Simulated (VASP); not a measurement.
## Li7Bi: single point with PBE

Crystal: Li7Bi.

```
Li Bi
1.0
     0.00000    4.31057    4.31057
     4.31057    0.00000    4.31057
     4.31057    4.31057    0.00000
Li Bi
7 1
Direct
  0.50000 0.00000 0.00000
  0.00000 0.50000 0.50000
  0.00000 0.50000 0.00000
  0.50000 0.00000 0.50000
  0.00000 0.00000 0.50000
  0.50000 0.50000 0.00000
  0.50000 0.50000 0.50000
  0.00000 0.00000 0.00000
```

The cell was generated, and may not be a known phase.

```
Program                : VASP 6.6.1
Task                   : single point
Functional             : PBE
Potentials or basis    : VASP PAW PBE potentials, release 64 (Li_sv, Bi_d)
Cutoff                 : 520 eV
k mesh                 : 4 × 4 × 4
Occupations            : gaussian, width 0.1 eV
Spin                   : no spin polarisation
Dipole correction      : no
Further INCAR settings : ALGO = Normal; EDIFF = 1e-06; NBANDS = 28
```

* Band gap on the k mesh: zero (bands 18 and 19 overlap by 0.38 eV)

Levels at points of the mesh, in eV from the Fermi level:
```csv
k point,band 16,band 17,band 18,band 19,band 20,band 21
"(0.00, 0.00, 0.00)",-2.35,-2.29,-0.24,0.68,0.68,0.68
"(0.50, 0.00, 0.00)",-2.21,-1.32,0.10,0.10,0.11,1.57
"(0.50, 0.50, 0.00)",-2.54,-1.79,-0.82,1.87,1.87,1.97
```

Run time: 54 s on 1 thread of Intel Xeon 8259CL, with other jobs on the host, peak memory 0.32 GiB.

Caveat: spin-orbit coupling is left out, which moves the levels of the heavy elements.
